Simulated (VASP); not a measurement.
Wanted: the native input for a VASP 6.6.1 run.

```
Task                   : single point
Functional             : PBEsol
Potentials or basis    : VASP PAW PBE potentials, release 64 (Sn_d)
Cutoff                 : 520 eV
k mesh                 : 8 × 8 × 8
Occupations            : fermi-dirac, width 0.05 eV
Spin                   : no spin polarisation
Dipole correction      : no
Further INCAR settings : ALGO = Normal; EDIFF = 1e-07; NBANDS = 21
```

The structure of Sn lies in POSCAR:

```
Sn
1.0
    0.0000000000      3.2333428000      3.2333428000
    3.2333428000      0.0000000000      3.2333428000
    3.2333428000      3.2333428000      0.0000000000
Sn
2
Direct
   -0.0900000000      0.0300000000      0.0300000000
    0.3400000000      0.2200000000      0.2200000000
```

This cell differs from its parent crystal: shortest bond scaled by 0.76.

These files were run (other wordings do the same):

INCAR

```
SYSTEM = Sn
ALGO = Normal
EDIFF = 1E-7
ENCUT = 520
GGA = PS
ISIF = 2
ISMEAR = -1
LASPH = .TRUE.
LCHARG = .TRUE.
LELF = .TRUE.
LREAL = .FALSE.
LVHAR = .TRUE.
LWAVE = .FALSE.
NBANDS = 21
NELM = 100
PREC = Accurate
SIGMA = 0.05
```

KPOINTS

```
k-points
0
G
  8 8 8
  0 0 0
```

Potentials or basis: VASP PAW PBE potentials, release 64 (Sn_d).

Launch:

```sh
$ cat potpaw_PBE.64/Sn_d/POTCAR > POTCAR
$ mpirun -np 1 vasp_std > vasp.out
```

It gave:

```
Pressure               : 18.5 GPa
Largest force          : 14.801 eV/Å
Band gap on the k mesh : zero (bands 14 and 15 overlap by 1.25 eV)
```

Caveat: the cell differs from its parent crystal (shortest bond scaled by 0.76); the cell stands under pressure; the PAW data sets were made with another functional, which shifts forces and pressure a little; spin-orbit coupling is left out, which moves the levels of the heavy elements.

It took 2.1 min on 1 thread of Intel Xeon 8259CL, with other jobs on the host, peak memory 0.24 GiB.
